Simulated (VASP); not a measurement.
A run of VASP 6.6.1 is set up as follows.

The input INCAR:

```
ALGO     = Normal         # electronic algorithm
EDIFF    = 1E-6           # SCF threshold, eV
ENCUT    = 520            # plane-wave cutoff, eV
GGA      = PE             # functional
ISIF     = 2              # what is computed and relaxed
ISMEAR   = 0              # smearing method
LASPH    = True           # aspherical terms in the spheres
LCHARG   = False          # write CHGCAR
LREAL    = False          # projectors in reciprocal space
LWAVE    = False          # write WAVECAR
NBANDS   = 66             # bands
NELM     = 80             # most SCF steps
PREC     = Accurate       # precision mode
SIGMA    = 0.01           # smearing width, eV
```

The input KPOINTS:

```
k-points
0
Gamma
  12 12 2
```

The input POSCAR:

```
GaN
1.0
    3.2168423279      0.0000000289      0.0000000000
   -1.6084211889      2.7858671615      0.0000000000
    0.0000000000      0.0000000000     15.7475143000
Ga N
6 6
Direct
    0.0000000000      0.0000000000      0.1875310000
    0.0000000000      0.0000000000      0.6875310000
    0.3333333333      0.6666666667      0.5207130000
    0.6666666667      0.3333333333      0.0207130000
    0.3333333333      0.6666666667      0.8539850000
    0.6666666667      0.3333333333      0.3539850000
    0.0000000000      0.0000000000      0.3126460000
    0.0000000000      0.0000000000      0.8126460000
    0.3333333333      0.6666666667      0.9792100000
    0.6666666667      0.3333333333      0.4792100000
    0.3333333333      0.6666666667      0.6459160000
    0.6666666667      0.3333333333      0.1459160000
```

Potentials or basis: VASP PAW PBE potentials, release 64 (Ga_d, N).

The run is started by

```console
$ cat potpaw_PBE.64/Ga_d/POTCAR potpaw_PBE.64/N/POTCAR > POTCAR
$ mpirun -np 1 vasp_std > vasp.out
```

Task: Estimate the pressure.

Result: 0.1 GPa.

Task: What does it give for the band gap on the k mesh?

Result: 1.60 eV.
